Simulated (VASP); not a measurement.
Write the native input for VASP 6.6.1 that does the following.

```yaml
Task: single point
Functional: PBEsol
Potentials_or_basis: VASP PAW PBE potentials, release 64 (Rh_pv)
Cutoff: 520 eV
k_mesh: 13 × 13 × 7
Occupations: gaussian, width 0.05 eV
Spin: no spin polarisation
Dipole_correction: no
Further_INCAR_settings: ALGO = Normal; EDIFF = 1e-07; NBANDS = 22
```

The structure of Rh lies in POSCAR:

```
Rh
1.0
    2.7309790400      0.0000000000      0.0000000000
   -1.3654895200      2.3650972300      0.0000000000
    0.0000000000      0.0000000000      4.4284890000
Rh
2
Direct
    0.6666666700      0.3333333300      0.7500000000
    0.3333333300      0.6666666700      0.2500000000
```

One way to write it, as run:

INCAR

```
SYSTEM = Rh
  PREC = Accurate
  ENCUT = 520
  EDIFF = 1E-7
  ISMEAR = 0
  SIGMA = 0.05
  LREAL = .FALSE.
  LASPH = .TRUE.
  NELM = 80
  ALGO = Normal
  ISIF = 2
  LWAVE = .FALSE.
  LCHARG = .TRUE.
  GGA = PS
  LELF = .TRUE.
  LVHAR = .TRUE.
  NBANDS = 22
```

KPOINTS

```
regular mesh
0
G
  13 13 7
  0 0 0
```

Potentials or basis: VASP PAW PBE potentials, release 64 (Rh_pv).

Launch:

```console
$ cat potpaw_PBE.64/Rh_pv/POTCAR > POTCAR
$ mpirun -np 1 vasp_std > vasp.out
```

It gave:

The pressure is -13.8 GPa and the band gap on the k mesh is zero (band 15 reaches 11.71 eV, above the bottom of band 16 at 9.51 eV).

Caveat: the PAW data sets were made with another functional, which shifts forces and pressure a little.

Wall time 51 s on 1 thread of AMD EPYC 7R13 Processor (Zen 3), with other jobs on the host, peak memory 0.13 GiB.
